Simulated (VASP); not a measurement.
**TiSi16 (a cell with a defect): single point with PBE**

TiSi16 (a cell with a defect):

```
Si Ti
1.0
     0.00000    5.43000    5.43000
     5.43000    0.00000    5.43000
     5.43000    5.43000    0.00000
Si Ti
16 1
Direct
  0.98740 0.99923 0.99927
  0.07083 0.14286 0.14332
  0.98664 0.99936 0.51461
  0.13690 0.11125 0.62585
  0.98790 0.51386 0.99912
  0.13788 0.62580 0.11063
  0.05393 0.48226 0.48185
  0.13750 0.62596 0.62572
  0.44696 0.01716 0.01853
  0.61612 0.11324 0.11351
  0.50806 0.96779 0.51219
  0.61532 0.11329 0.65819
  0.50928 0.51159 0.96773
  0.61672 0.65710 0.11325
  0.50873 0.51197 0.51205
  0.67781 0.60775 0.60737
  0.56234 0.31246 0.31299
```

```
Program             : VASP 6.6.1
Task                : single point
Functional          : PBE
Potentials or basis : VASP PAW PBE potentials, release 64 (Si, Ti_sv)
Cutoff              : 520 eV
k mesh              : 2 × 2 × 2
Occupations         : gaussian, width 0.05 eV
Spin                : no spin polarisation
```

```json
{
 "Pressure": "5.7 GPa",
 "Largest force": "0.007 eV/Å",
 "Band gap on the k mesh": "zero (bands 38 and 39 overlap by 0.19 eV)"
}
```

Forces in eV/Å, atoms in the order of the input:
```
Si   0.002  0.001 -0.002
Si   0.000  0.000  0.000
Si  -0.001 -0.001  0.001
Si   0.001  0.002  0.001
Si   0.002  0.002 -0.001
Si  -0.001  0.002  0.002
Si   0.000  0.000 -0.001
Si  -0.001 -0.001 -0.001
Si  -0.003  0.003  0.005
Si  -0.003  0.001 -0.004
Si   0.000  0.004  0.003
Si  -0.001 -0.004  0.001
Si   0.000 -0.002  0.001
Si   0.006  0.000  0.001
Si  -0.004  0.000  0.000
Si   0.005 -0.002 -0.005
Ti  -0.003 -0.005  0.000
```

Stress tensor (GPa, compression positive):
```
 5.69  1.00  1.02
 1.00  5.70 -1.01
 1.02 -1.01  5.68
```

Levels at points of the mesh, in eV from the Fermi level:
```tsv
k point	band 34	band 35	band 36	band 37	band 38	band 39	band 40	band 41
(0.00, 0.00, 0.00)	-1.26	-1.26	-0.79	-0.25	-0.25	-0.17	-0.17	-0.17
(0.50, 0.00, 0.00)	-2.29	-1.34	-1.34	-0.27	-0.26	0.25	0.41	0.81
(0.00, 0.50, 0.00)	-1.45	-1.44	-1.06	-0.78	0.02	0.38	0.62	0.64
(0.00, 0.00, 0.50)	-1.45	-1.44	-1.07	-0.77	0.01	0.38	0.63	0.63
(0.50, 0.50, 0.50)	-1.45	-1.44	-1.06	-0.78	0.02	0.38	0.62	0.63
(0.50, 0.50, 0.00)	-2.13	-1.78	-1.57	-0.20	0.01	0.26	0.54	0.80
(0.00, 0.50, 0.50)	-2.13	-1.78	-1.57	-0.20	0.01	0.26	0.54	0.80
(0.50, 0.00, 0.50)	-2.13	-1.78	-1.57	-0.20	0.01	0.26	0.54	0.80
```

Wall time 3.8 min on 1 thread of Intel(R) Xeon(R) Platinum 8259CL CPU @ 2.50GHz (Skylake/Cascade Lake), on a shared host, peak memory 0.5 GiB.

Caveat: the k points lie up to 0.50 Å⁻¹ apart.
